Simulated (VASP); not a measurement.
# H11NO4 in VASP: notebook

Runs on H11NO4. Level: r2SCAN+D3(BJ). Tasks: single point.

Everything below comes from runs of VASP 6.6.1. Logs are shortened: lines on timing, memory, paths and dates and some standing lists are left out, and cuts for length are marked.

### Step 1. The cell of the first run

The cell holds a disordered packing, 16 atoms: a = 5.231 Å, b = 5.231 Å, c = 5.231 Å, α = 90.00°, β = 90.00°, γ = 90.00°.

### Step 2. Single point, r2SCAN+D3(BJ)

File POSCAR:

```
H11NO4
1.0
    5.2305400000      0.0000000000      0.0000000000
    0.0000000000      5.2305400000      0.0000000000
    0.0000000000      0.0000000000      5.2305400000
O H N
4 11 1
Direct
    0.1004109824      0.8400835255      0.7896212731
    0.3052273091      0.4665230817      0.1360909063
    0.9522178371      0.1755162482      0.3903753718
    0.5954999588      0.5487439679      0.5661170860
    0.1734617431      0.7098508416      0.9003289130
   -0.0476879455      0.8994069592      0.8853977210
    0.4037664591      0.5095879467      0.2900619354
    0.1694169705      0.3590767915      0.2090563451
    0.8562210041      0.0842210758      0.2553939795
    1.0239754871      0.0462131279      0.5036062416
    0.7371959705      0.4313725866      0.5344703194
    0.5076670203      0.4801688788      0.7129375740
    0.5415837580      0.8578102498      1.1576276238
    0.5136985100      1.1426205700      1.0461028219
    0.5778948580      0.9071465788      0.8576203482
    0.6203228774      0.9819317699      1.0324778399
```

File INCAR.step1:

```
SYSTEM = H11NO4
PREC = Accurate
ENCUT = 520
ISMEAR = -1
SIGMA = 0.02
LREAL = Auto
LASPH = .True.
NELM = 100
NBANDS = 34
GGA = PE
ALGO = Normal
EDIFF = 1E-4
LWAVE = .True.
LCHARG = .False.
```

File INCAR.step2:

```
SYSTEM = H11NO4
PREC = Accurate
ENCUT = 520
EDIFF = 1E-6
ISMEAR = -1
SIGMA = 0.02
LREAL = Auto
LASPH = .True.
NELM = 100
ALGO = Normal
ISIF = 2
LWAVE = .False.
LCHARG = .False.
METAGGA = R2SCAN
LMIXTAU = .True.
IVDW = 12
VDW_S6 = 1.0
VDW_S8 = 0.78981345
VDW_A1 = 0.49484001
VDW_A2 = 5.73083694
NBANDS = 34
ISTART = 1
```

File KPOINTS:

```
Automatic mesh
0
Gamma
  1 1 1
  0 0 0
```

Potentials or basis: VASP PAW PBE potentials, release 64 (O, H, N).

Command:

```console
cat potpaw_PBE.64/O/POTCAR potpaw_PBE.64/H/POTCAR potpaw_PBE.64/N/POTCAR > POTCAR
cp INCAR.step1 INCAR
mpirun -np 1 vasp_gam > vasp.out
cp INCAR.step2 INCAR
mpirun -np 1 vasp_gam > vasp.out
```

OUTCAR:

```text
SYSTEM = H11NO4
   PREC = Accurate
   ENCUT = 520
   EDIFF = 1E-6
   ISMEAR = -1
   LREAL = Auto
   LASPH = .True.
   NELM = 100
   ISIF = 2
   METAGGA = R2SCAN
   IVDW = 12
   ISTART = 1
 IVDW          = 12

 ion  position               nearest neighbor table
   1  0.100  0.840  0.790-   5 0.97   6 0.97
   2  0.305  0.467  0.136-   7 0.98   8 0.98
   3  0.952  0.176  0.390-  10 0.97   9 0.99
   4  0.595  0.549  0.566-  12 0.96  11 0.98
   5  0.173  0.710  0.900-   1 0.97
   6  0.952  0.899  0.885-   1 0.97
   7  0.404  0.510  0.290-   2 0.98
   8  0.169  0.359  0.209-   2 0.98
   9  0.856  0.084  0.255-   3 0.99
  10  0.024  0.046  0.504-   3 0.97
  11  0.737  0.431  0.534-   4 0.98
  12  0.508  0.480  0.713-   4 0.96
  13  0.542  0.858  0.158-  16 1.01
  14  0.514  0.143  0.046-  16 1.01
  15  0.578  0.907  0.858-  16 1.02
  16  0.620  0.982  0.032-  13 1.01  14 1.01  15 1.02

  LATTYP: Found a simple cubic cell.
 ALAT       =     5.2305400000

  Lattice vectors:

 A1 = (   5.2305400000,   0.0000000000,   0.0000000000)
 A2 = (   0.0000000000,   5.2305400000,   0.0000000000)
 A3 = (   0.0000000000,   0.0000000000,   5.2305400000)

Analysis of symmetry for initial positions (statically):
=====================================================================
 Subroutine PRICEL returns:
 Original cell was already a primitive cell.

 Routine SETGRP: Setting up the symmetry group for a
 simple cubic supercell.

 Subroutine GETGRP returns: Found  1 space group operations
 (whereof  1 operations were pure point group operations)
 out of a pool of 48 trial point group operations.

The static configuration has the point symmetry C_1 .

Analysis of symmetry for dynamics (positions and initial velocities):
=====================================================================
 Subroutine PRICEL returns:
 Original cell was already a primitive cell.

 Routine SETGRP: Setting up the symmetry group for a
 simple cubic supercell.

 Subroutine GETGRP returns: Found  1 space group operations
 (whereof  1 operations were pure point group operations)
 out of a pool of 48 trial point group operations.

The dynamic configuration has the point symmetry C_1 .

 Subroutine INISYM returns: Found  1 space group operations
 (whereof  1 operations are pure point group operations),
 and found     1 'primitive' translations

----------------------------------------------------------------------------------------

                                     Primitive cell

  volume of cell :     143.1000

  direct lattice vectors                    reciprocal lattice vectors
     5.230540000  0.000000000  0.000000000     0.191184849  0.000000000  0.000000000
     0.000000000  5.230540000  0.000000000     0.000000000  0.191184849  0.000000000
     0.000000000  0.000000000  5.230540000     0.000000000  0.000000000  0.191184849

  length of vectors
     5.230540000  5.230540000  5.230540000     0.191184849  0.191184849  0.191184849

  position of ions in fractional coordinates (direct lattice)
     0.100410982  0.840083525  0.789621273
     0.305227309  0.466523082  0.136090906
     0.952217837  0.175516248  0.390375372
     0.595499959  0.548743968  0.566117086
     0.173461743  0.709850842  0.900328913
     0.952312054  0.899406959  0.885397721
     0.403766459  0.509587947  0.290061935
     0.169416971  0.359076792  0.209056345
     0.856221004  0.084221076  0.255393979
     0.023975487  0.046213128  0.503606242
     0.737195970  0.431372587  0.534470319
     0.507667020  0.480168879  0.712937574
     0.541583758  0.857810250  0.157627624
     0.513698510  0.142620570  0.046102822
     0.577894858  0.907146579  0.857620348
     0.620322877  0.981931770  0.032477840

  ion indices of the primitive-cell ions
   primitive index   ion index
                 1           1
                 2           2
                 3           3
                 4           4
                 5           5
                 6           6
                 7           7
                 8           8
                 9           9
                10          10
                11          11
                12          12
                13          13
                14          14
                15          15
                16          16

----------------------------------------------------------------------------------------

 KPOINTS: Automatic mesh

Automatic generation of k-mesh.
 Grid dimensions read from file:
 generate k-points for:    1    1    1

 Generating k-lattice:

  Cartesian coordinates                     Fractional coordinates (reciprocal lattice)
     0.191184849  0.000000000  0.000000000     1.000000000  0.000000000  0.000000000
     0.000000000  0.191184849  0.000000000     0.000000000  1.000000000  0.000000000
     0.000000000  0.000000000  0.191184849     0.000000000  0.000000000  1.000000000

  Length of vectors
     0.191184849  0.191184849  0.191184849

  Shift w.r.t. Gamma in fractional coordinates (k-lattice)
     0.000000000  0.000000000  0.000000000

 Subroutine IBZKPT returns following result:
 ===========================================

 Found      1 irreducible k-points:

 Following reciprocal coordinates:
            Coordinates               Weight
  0.000000  0.000000  0.000000      1.000000
   k-points           NKPTS =      1   k-points in BZ     NKDIM =      1   number of bands    NBANDS=     34
   number of dos      NEDOS =    301   number of ions     NIONS =     16
   total plane-waves  NPLWV =  64000
   dimension x,y,z NGX =    40 NGY =   40 NGZ =   40
   dimension x,y,z NGXF=    80 NGYF=   80 NGZF=   80
   ions per type =               4  11   1
   NGX,Y,Z   is equivalent  to a cutoff of  12.71, 12.71, 12.71 a.u.
   NGXF,Y,Z  is equivalent  to a cutoff of  25.43, 25.43, 25.43 a.u.
 SYSTEM =  H11NO4
   PREC   = accura    normal or accurate (medium, high low for compatibility)
   ISTART =      1    job   : 0-new  1-cont  2-samecut
   ICHARG =      0    charge: 1-file 2-atom 10-const
   ISPIN  =      1    spin polarized calculation?
   LNONCOLLINEAR =      F non collinear calculations
   LSORBIT =      F    spin-orbit coupling
   LASPH  =      T    aspherical Exc in radial PAW
   ENCUT  =  520.0 eV  38.22 Ry    6.18 a.u.   9.73  9.73  9.73*2*pi/ulx,y,z
   NELM   =    100;   NELMIN=  2; NELMDL=  0     # of ELM steps
   EDIFF  = 0.1E-05   stopping-criterion for ELM
   LREAL  =      T    real-space projection
   EDIFFG = 0.1E-04   stopping-criterion for IOM
   NSW    =      0    number of steps for IOM
   IBRION =     -1    ionic relax: 0-MD 1-quasi-New 2-CG
   NFREE  =      0    steps in history (QN), initial steepest desc. (CG)
   ISIF   =      2    stress and relaxation
   ISYM   =      2    0-nonsym 1-usesym 2-fastsym
   POTIM  = 0.5000    time-step for ionic-motion
   TEBEG  =    0.0;   TEEND  =   0.0 temperature during run
   PSTRESS=    0.0 pullay stress
   NELECT =      40.0000    total number of electrons
   NUPDOWN=      -1.0000    fix difference up-down
   EMIN   =  10.00;   EMAX   =-10.00  energy-range for DOS
   EFERMI =   0.00;   METHOD = LEGACY
   ISMEAR =    -1;   SIGMA  =   0.02  broadening in eV -4-tet -1-fermi 0-gaus
   EFERMI_NEDOS =   21; number of points for ismear=-14 and -15
   IALGO  =     38    algorithm
   IMIX   =      4    mixing-type and parameters
     AMIX     =   0.40;   BMIX     =  1.00
     AMIX_MAG =   1.60;   BMIX_MAG =  1.00
  volume/ion in A,a.u.               =       8.94        60.36
  Fermi-wavevector in a.u.,A,eV,Ry     =   1.070405  2.022773 15.589117  1.145768
  Thomas-Fermi vector in A             =   2.206114
   LORBIT       =      0    0 simple, 1 ext, 2 COOP (PROOUT), +10 PAW based schemes
   METAGGA = R2SCAN    functional components
   LHFCALC =     F    Hartree Fock is set to
   AEXX    =    0.0000 exact exchange contribution
   IVDW    =    12    specifies the selected vdW correction
   LEPSILON=     F    determine dielectric tensor
   LRPA    =     F    only Hartree local field effects (RPA)
 non-spin polarized calculation
  energy-cutoff  :      520.00
  volume of cell :      143.10
 maximum number of plane-waves:      1944
 NGX is ok and might be reduce to    40
   NGX = 19   NGY = 19   NGZ = 19

 number of electron      40.0000007 magnetization

 Free energy of the ion-electron system (eV)
  ---------------------------------------------------
  ext. energy  EPLUGINS =         0.00000000
  ---------------------------------------------------
  free energy    TOTEN  =       -84.04884405 eV

  energy without entropy =      -84.04884405  energy(sigma->0) =      -84.04884405

 E-fermi :  -2.9864     XC(G=0):  -7.4874

 val. band max:       -3.5819814490   @ k =   0.0000   0.0000   0.0000
 cond. band min:       1.7717781443   @ k =   0.0000   0.0000   0.0000
 fundamental gap:      5.3537595933
 Fermi energy:        -2.9864203697

 k-point     1 :       0.0000    0.0000    0.0000
  band No.  band energies     occupation
      1     -23.6377      2.00000
      2     -23.1694      2.00000
      3     -22.8424      2.00000
      4     -22.6936      2.00000
      5     -19.4643      2.00000
      6     -10.4509      2.00000
      7     -10.3427      2.00000
      8      -9.9108      2.00000
      9      -9.6831      2.00000
     10      -8.7668      2.00000
     11      -8.5253      2.00000
     12      -7.3789      2.00000
     13      -6.8720      2.00000
     14      -6.2568      2.00000
     15      -5.7610      2.00000
     16      -4.6063      2.00000
     17      -4.5379      2.00000
     18      -4.2196      2.00000
     19      -4.0951      2.00000
     20      -3.5820      2.00000
     21       1.7718      0.00000
     22       5.5775      0.00000
     23       6.2219      0.00000
     24       6.5579      0.00000
     25       7.2956      0.00000
     26       7.6172      0.00000
     27       7.9053      0.00000
     28       8.4078      0.00000
     29       8.6514      0.00000
     30       9.1264      0.00000
     31       9.5431      0.00000
     32       9.7672      0.00000
 [bands above 32 left out]

------------------------ aborting loop because EDIFF is reached ----------------------------------------

 Edisp (eV)   -0.29981

 E8    (eV) :    -0.0430

  FORCE on cell =-STRESS in cart. coord.  units (eV):
  Direction    XX          YY          ZZ          XY          YZ          ZX
  --------------------------------------------------------------------------------------
  -------------------------------------------------------------------------------------
  Total       0.95463     0.29409    -1.12581     0.39156     0.29374     0.42003
  in kB      10.68821     3.29266   -12.60480     4.38396     3.28874     4.70269
  external pressure =        0.46 kB  Pullay stress =        0.00 kB

 VOLUME and BASIS-vectors are now :
 -----------------------------------------------------------------------------
  energy-cutoff  :      520.00
  volume of cell :      143.10
      direct lattice vectors                 reciprocal lattice vectors
     5.230540000  0.000000000  0.000000000     0.191184849  0.000000000  0.000000000
     0.000000000  5.230540000  0.000000000     0.000000000  0.191184849  0.000000000
     0.000000000  0.000000000  5.230540000     0.000000000  0.000000000  0.191184849

 POSITION                                       TOTAL-FORCE (eV/Angst)
 -----------------------------------------------------------------------------------
      0.52520      4.39409      4.13015        -0.032863      0.068352     -0.127991
      1.59650      2.44017      0.71183         0.010790      0.039039     -0.116433
      4.98061      0.91804      2.04187        -0.041410      0.093813      0.006948
      3.11479      2.87023      2.96110        -0.015634      0.084112     -0.082188
      0.90730      3.71290      4.70921         0.100324     -0.144653      0.061546
      4.98111      4.70438      4.63111        -0.088246      0.069496      0.044905
      2.11192      2.66542      1.51718         0.100480      0.036406      0.073933
      0.88614      1.87817      1.09348        -0.072427     -0.075507     -0.007900
      4.47850      0.44052      1.33585        -0.054982      0.011543     -0.092651
      0.12540      0.24172      2.63413         0.100288     -0.111958      0.130426
      3.85593      2.25631      2.79557         0.134593     -0.097563     -0.084256
      2.65537      2.51154      3.72905        -0.134950     -0.006803      0.144061
      2.83278      4.48681      0.82448        -0.094897     -0.151979      0.148448
      2.68692      0.74598      0.24114        -0.231419      0.357157      0.052394
      3.02270      4.74487      4.48582         0.015979     -0.034922     -0.064826
      3.24462      5.13603      0.16988         0.304375     -0.136535     -0.086417
 -----------------------------------------------------------------------------------
    total drift:                               -0.004311     -0.003964      0.003605

  FREE ENERGIE OF THE ION-ELECTRON SYSTEM (eV)
  ---------------------------------------------------
  free  energy   TOTEN  =       -84.3486506412 eV

  energy  without entropy=      -84.3486506412  energy(sigma->0) =      -84.34865064
```

Wall time 36 s (1 thread of AMD EPYC 7R13 (Zen 3), shared host); peak memory 0.22 GiB.

What came out:

```yaml
Free_energy: -84.3487 eV
Pressure: 0.0 GPa
Largest_force: 0.429 eV/Å
Dispersion_energy_per_atom: -0.019 eV
```

Forces in eV/Å, atoms in the order of the input:
```
O   -0.033  0.068 -0.128
O    0.011  0.039 -0.116
O   -0.041  0.094  0.007
O   -0.016  0.084 -0.082
H    0.100 -0.145  0.062
H   -0.088  0.069  0.045
H    0.100  0.036  0.074
H   -0.072 -0.076 -0.008
H   -0.055  0.012 -0.093
H    0.100 -0.112  0.130
H    0.135 -0.098 -0.084
H   -0.135 -0.007  0.144
H   -0.095 -0.152  0.148
H   -0.231  0.357  0.052
H    0.016 -0.035 -0.065
N    0.304 -0.137 -0.086
```

Caveat: the k points lie up to 1.20 Å⁻¹ apart; the PAW data sets were made with another functional, which shifts forces and pressure a little.

### Step 3. Single point, r2SCAN+D3(BJ)

File POSCAR:

```
H11NO4
1.0
    5.2305400000      0.0000000000      0.0000000000
    0.0000000000      5.2305400000      0.0000000000
    0.0000000000      0.0000000000      5.2305400000
O H N
4 11 1
Direct
    0.0881553339      0.8060544418      0.7771664111
    0.3163918066      0.4448680251      0.1027236194
    0.9561345482      0.1661969892      0.4048339177
    0.6067633552      0.5648556363      0.5439208954
    0.0834330681      0.6594347811      0.8888374814
   -0.0328837940      0.9156224787      0.8579993653
    0.4377750672      0.4873875355      0.2463607964
    0.1925040244      0.3466372497      0.2137446612
    0.8476753834      0.1055340366      0.2640836319
    1.0569463191      0.0221200870      0.4706779797
    0.7408221713      0.4356529154      0.5701514566
    0.4737369373      0.5410913596      0.6701411327
    0.5290084771      0.8637540292      1.0992746447
    0.5152049310      1.1224844853      0.9435928222
    0.6531830366      0.8949553966      0.8293789934
    0.6408133768      0.9859402662      0.9989599544
```

File INCAR.step1:

```
PREC     = Accurate       # precision mode
ENCUT    = 520            # plane-wave cutoff, eV
ISMEAR   = -1             # smearing method
SIGMA    = 0.02           # smearing width, eV
LREAL    = Auto         
LASPH    = T              # aspherical terms in the spheres
NELM     = 60             # most SCF steps
NBANDS   = 34             # bands
GGA      = PE             # functional
ALGO     = Normal         # electronic algorithm
EDIFF    = 1E-4           # SCF threshold, eV
LWAVE    = T              # write WAVECAR
LCHARG   = F              # write CHGCAR
```

File INCAR.step2:

```
PREC     = Accurate       # precision mode
ENCUT    = 520            # plane-wave cutoff, eV
EDIFF    = 1E-6           # SCF threshold, eV
ISMEAR   = -1             # smearing method
SIGMA    = 0.02           # smearing width, eV
LREAL    = Auto         
LASPH    = T              # aspherical terms in the spheres
NELM     = 60             # most SCF steps
ALGO     = Normal         # electronic algorithm
ISIF     = 2              # what is computed and relaxed
LWAVE    = F              # write WAVECAR
LCHARG   = T              # write CHGCAR
METAGGA  = R2SCAN         # meta-GGA
LMIXTAU  = T            
IVDW     = 12             # dispersion correction
VDW_S6   = 1.0          
VDW_S8   = 0.78981345   
VDW_A1   = 0.49484001   
VDW_A2   = 5.73083694   
LELF     = T              # ELF
LVHAR    = T            
NBANDS   = 34             # bands
ISTART   = 1
```

File KPOINTS:

```
regular mesh
0
Gamma
  1 1 1
```

Potentials or basis: VASP PAW PBE potentials, release 64 (O, H, N).

Command:

```console
cat potpaw_PBE.64/O/POTCAR potpaw_PBE.64/H/POTCAR potpaw_PBE.64/N/POTCAR > POTCAR
cp INCAR.step1 INCAR
mpirun -np 1 vasp_gam > vasp.out
cp INCAR.step2 INCAR
mpirun -np 1 vasp_gam > vasp.out
```

Wall time 37 s (1 thread of AMD EPYC 7R13 (Zen 3), shared host); peak memory 0.22 GiB.

Results (log left out):

```yaml
Free_energy: -83.8263 eV
Pressure: -0.2 GPa
Largest_force: 2.049 eV/Å
Dispersion_energy_per_atom: -0.019 eV
```

Forces on the atoms (eV/Å):
```
O    0.709 -0.413 -0.575
O   -0.150 -0.507  1.979
O    0.576  0.208  0.280
O    0.145 -0.213 -0.179
H    0.623 -0.329  0.116
H   -0.443  0.778  0.381
H   -0.323  0.074 -0.882
H    0.260  0.359 -0.935
H   -0.045 -0.390 -0.256
H   -0.626  0.166 -0.098
H   -0.426  0.265 -0.145
H    0.068 -0.126  0.154
H   -0.045 -0.114  0.327
H   -0.127  0.650  0.613
H    0.221 -0.689 -0.539
N   -0.417  0.280 -0.242
```

Stress tensor (GPa, compression positive):
```
 0.04 -1.08 -0.54
-1.08  1.45  0.91
-0.54  0.91 -2.09
```

Levels at points of the mesh, in eV from the Fermi level:
```tsv
k point	band 18	band 19	band 20	band 21	band 22	band 23
(0.00, 0.00, 0.00)	-1.14	-0.92	-0.51	4.73	8.65	9.32
```

Caveat: the k points lie up to 1.20 Å⁻¹ apart; the PAW data sets were made with another functional, which shifts forces and pressure a little.
